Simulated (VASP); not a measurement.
Write the native input for VASP 6.6.1 that does the following.

* Task: single point
* Functional: PBE
* Potentials or basis: VASP PAW PBE potentials, release 64 (Ga_d, C)
* Cutoff: 520 eV
* k mesh: 7 × 7 × 7
* Occupations: fermi-dirac, width 0.1 eV
* Spin: no spin polarisation
* Dipole correction: no
* Further INCAR settings: ALGO = Normal; EDIFF = 1e-06; NBANDS = 20

The structure of GaC3 lies in POSCAR:

```
GaC3
1.0
    3.3189480000      0.0000000000      0.0000000000
    0.0000000000      3.3189480000      0.0000000000
    0.0000000000      0.0000000000      3.3189480000
Ga C
1 3
Direct
    0.0000000000      0.0000000000      0.0000000000
    0.0000000000      0.5000000000      0.5000000000
    0.5000000000      0.0000000000      0.5000000000
    0.5000000000      0.5000000000      0.0000000000
```

These files were run (other wordings do the same):

INCAR

```
ALGO = Normal
EDIFF = 1E-6
ENCUT = 520
GGA = PE
ISIF = 2
ISMEAR = -1
LASPH = True
LCHARG = True
LELF = True
LREAL = False
LVHAR = True
LWAVE = False
NBANDS = 20
NELM = 60
PREC = Accurate
SIGMA = 0.1
```

KPOINTS

```
k-points
0
Gamma
  7 7 7
```

Potentials or basis: VASP PAW PBE potentials, release 64 (Ga_d, C).

Run with:

```console
$ cat potpaw_PBE.64/Ga_d/POTCAR potpaw_PBE.64/C/POTCAR > POTCAR
$ mpirun -np 1 vasp_std > vasp.out
```

Results of the run:

| Property | Result |
| --- | --- |
| Pressure | 2.5 GPa |

Wall time 17 s on 1 thread of Intel(R) Xeon(R) Platinum 8488C (Sapphire Rapids) (shared host), peak memory 0.16 GiB.
